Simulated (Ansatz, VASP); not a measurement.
MgCd3O in VASP and in Ansatz

```
Mg Cd O
1.0
     4.70245    0.00000    0.00000
     0.00000    4.70245    0.00000
     0.00000    0.00000    4.70245
Mg Cd O
1 3 1
Direct
  0.50000 0.50000 0.50000
  0.50000 0.00000 0.00000
  0.00000 0.50000 0.00000
  0.00000 0.00000 0.50000
  0.00000 0.00000 0.00000
```

Change from the starting cell: species swapped into the KMnF3 type (Pm-3m, No. 221).

Alike in both runs: functional PBE; k mesh 8 × 8 × 8; occupations gaussian, width 0.1 eV; no spin polarisation.

Ansatz relaxed the structure, and its values are those at the end. VASP's run is a single point on that final structure, the one shown.

|  | VASP | Ansatz |
| --- | --- | --- |
| version | VASP 6.6.1 | Ansatz 0.2.0 |
| potentials or method | VASP PAW PBE potentials, release 64 (Mg, Cd, O), cutoff 600 eV | scalar-relativistic, plane waves, PAW |
| valence electrons in the cell | 44 | 76 |

```tsv
	VASP	Ansatz	Ansatz less VASP
gap on the k mesh at the Fermi level (eV)	none	none	-
pressure (GPa)	0.3	0.0	-0.30
```

A gap of «none» marks a metal or a gap that the smearing closes. VASP's potentials hold 44 valence electrons a cell and Ansatz's 76, so a difference there can come from the potentials and not from the codes.
